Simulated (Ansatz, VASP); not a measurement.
Ca: VASP beside Ansatz

INCAR

```
SYSTEM = Ca
PREC = Accurate
ENCUT = 520
EDIFF = 1E-6
ISMEAR = 0
SIGMA = 0.15
LREAL = .False.
LASPH = .True.
NELM = 60
ALGO = Fast
ISIF = 2
LWAVE = .False.
LCHARG = .False.
GGA = PS
NBANDS = 11
```

File KPOINTS:

```
Automatic mesh
0
Gamma
  16 16 16
  0 0 0
```

File POSCAR:

```
Ca
1.0
   -2.5338880000      1.9461120000      2.2400000000
    2.5338880000     -1.9461120000      2.2400000000
    2.5338880000      1.9461120000     -2.2400000000
Ca
1
Direct
    0.0000000000      0.0000000000      0.0000000000
```

Input for Ansatz:

```yaml
crystal:
  lattice:
    - [-2.533888, 1.946112, 2.24]
    - [2.533888, -1.946112, 2.24]
    - [2.533888, 1.946112, -2.24]
  atoms:
    - { symbol: Ca, position: [0.0, 0.0, 0.0] }
basis:
  ecutwfc: 420
kpoints:
  mp_grid: { grid: [16, 16, 16] }
hamiltonian:
  xc: pbesol
scf:
  occupations: { method: gaussian, width: 0.15 }
output:
  forces: true
  stress: true
  eigenvalues: true
```

Change from the starting cell: strain +0.1312 x Voigt [1, -1, 0, 0, 0, 0], atoms carried along.

Alike in both runs: task single point; functional PBEsol; k mesh 16 × 16 × 16; occupations gaussian, width 0.15 eV; no spin polarisation.

|  | VASP | Ansatz |
| --- | --- | --- |
| version | VASP 6.6.1 | Ansatz 0.2.0 |
| potentials or method | VASP PAW PBE potentials, release 64 (Ca_sv), cutoff 520 eV | scalar-relativistic, plane waves, PAW |
| valence electrons in the cell | 10 | 10 |

|  | VASP | Ansatz | Ansatz less VASP |
| --- | --- | --- | --- |
| gap on the k mesh at the Fermi level (eV) | none | none | - |
| pressure (GPa) | -1.3 | -1.3 | -0.02 |
| traceless stress, the component that is largest in VASP (GPa) | 1.18 | 1.17 | -0.002 |

VASP's potentials were made for PBE, not for PBEsol. A gap of «none» marks a metal or a gap that the smearing closes.
